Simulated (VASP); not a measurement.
HfB2: single point with PBE

Crystal: HfB2.

```xyz
3
Lattice="3.1400 0.0000 0.0000 -1.5700 2.7193 0.0000 0.0000 0.0000 3.4800" Properties=species:S:1:pos:R:3 pbc="T T T"
Hf    0.0000    0.0000    0.0000
B     1.5700    0.9064    1.7300
B     0.0000    1.8129    1.7400
```

```
Program             : VASP 6.6.1
Task                : single point
Functional          : PBE
Potentials or basis : VASP PAW PBE potentials, release 64 (Hf_pv, B)
Cutoff              : 500 eV
k mesh              : 12 × 12 × 10
Occupations         : gaussian, width 0.05 eV
Spin                : no spin polarisation
```

```
Pressure               : 1.0 GPa
Largest force          : 0.086 eV/Å
Band gap on the k mesh : zero (bands 8 and 9 overlap by 1.31 eV)
```

Forces in eV/Å, atoms in the order of the input:
```
Hf   0.000  0.000 -0.078
B    0.000  0.000  0.086
B    0.000  0.000 -0.008
```

Stress tensor (GPa, compression positive):
```
0.91 0.00 0.00
0.00 0.91 0.00
0.00 0.00 1.15
```

Levels at points of the mesh, in eV from the Fermi level:
```
           k point  band 6  band 7  band 8  band 9  band 10  band 11
(0.00, 0.00, 0.00)   -3.06   -3.06   -2.94    3.86     3.86     4.50
(0.50, 0.00, 0.00)   -4.29   -3.60   -3.03    1.94     2.56     5.41
(0.00, 0.00, 0.50)   -1.36   -1.36    0.15    0.15     0.84     0.84
(0.50, 0.00, 0.50)   -5.13   -4.87   -2.84    3.84     4.00     6.09
```

Run time: 96 s on 1 thread of Intel Xeon 8259CL, on a shared host, peak memory 0.2 GiB.

Caveat: spin-orbit coupling is left out, which moves the levels of the heavy elements.
